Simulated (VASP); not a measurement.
Write the native input for VASP 6.6.1 that does the following.

* Task: single point
* Functional: LDA
* Potentials or basis: VASP PAW LDA potentials, release 64 (Rb_sv)
* Cutoff: 520 eV
* k mesh: 6 × 6 × 8
* Occupations: fermi-dirac, width 0.1 eV
* Spin: no spin polarisation
* Dipole correction: no
* Further INCAR settings: ALGO = Normal; EDIFF = 1e-06; NBANDS = 20

The structure of Rb lies in POSCAR:

```
Rb
1.0
    7.9799487049      0.0000000000      0.0000000000
   -3.9899743525      6.9108382994      0.0000000000
    0.0000000000      0.0000000000      4.7693850019
Rb
3
Direct
    1.0000000000      1.0000000000      0.0000000000
    0.3333333333      0.6666666667      0.5000000000
    0.6666666667      0.3333333333      0.5000000000
```

This cell differs from its parent crystal: volume scaled by 1.12.

These files were run (other wordings do the same):

INCAR

```
PREC = Accurate ; ENCUT = 520
EDIFF = 1E-6 ; ISMEAR = -1
SIGMA = 0.1 ; LREAL = False
LASPH = True ; NELM = 60
ALGO = Normal ; ISIF = 2
LWAVE = False ; LCHARG = True
LELF = True ; LVHAR = True
NBANDS = 20
```

KPOINTS

```
Automatic mesh
0
Gamma
  6 6 8
```

Potentials or basis: VASP PAW LDA potentials, release 64 (Rb_sv).

Launch:

```console
$ cat potpaw_LDA.64/Rb_sv/POTCAR > POTCAR
$ mpirun -np 1 vasp_std > vasp.out
```

It gave:

- Pressure: -0.3 GPa

It took 94 s on 1 thread of AMD EPYC 9R45 96-Core Processor (Zen 5) (shared host), peak memory 0.31 GiB.
